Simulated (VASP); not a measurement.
Write the native input for VASP 6.6.1 that does the following.

* Task: electric field gradients
* Functional: PBEsol
* Potentials or basis: VASP PAW PBE potentials, release 64 (Al)
* Cutoff: 520 eV
* k mesh: 14 × 14 × 14
* Occupations: fermi-dirac, width 0.05 eV
* Spin: no spin polarisation
* Dipole correction: no
* Further INCAR settings: ALGO = Normal; EDIFF = 1e-08; NBANDS = 8

The structure of Al lies in POSCAR:

```
Al
1.0
    0.0000000000      2.0103958323      2.0103958323
    2.0103958323      0.0000000000      2.0103958323
    2.0103958323      2.0103958323      0.0000000000
Al
1
Direct
    0.0000000000      0.0000000000      0.0000000000
```

This cell differs from its parent crystal: volume scaled by 0.98.

One way to write it, as run:

INCAR

```
SYSTEM = Al
PREC = Accurate ; ENCUT = 520
EDIFF = 1E-8 ; ISMEAR = -1
SIGMA = 0.05 ; LREAL = .False.
LASPH = .True. ; NELM = 60
ALGO = Normal ; ISIF = 2
LWAVE = .False. ; LCHARG = .False.
GGA = PS ; LEFG = .True.
NBANDS = 8
```

KPOINTS

```
regular mesh
0
Gamma
  14 14 14
  0 0 0
```

Potentials or basis: VASP PAW PBE potentials, release 64 (Al).

Run with:

```bash
$ cat potpaw_PBE.64/Al/POTCAR > POTCAR
$ mpirun -np 1 vasp_std > vasp.out
```

It gave:

```yaml
Pressure: -0.5 GPa
```

Caveat: without QUAD_EFG the Cq values of the log hold for a quadrupole moment of 1 mb, not for the nuclei; the PAW data sets were made with another functional, which shifts forces and pressure a little.

Wall time 21 s on 1 thread of Intel Xeon 8259CL, with other jobs on the host, peak memory 0.11 GiB.
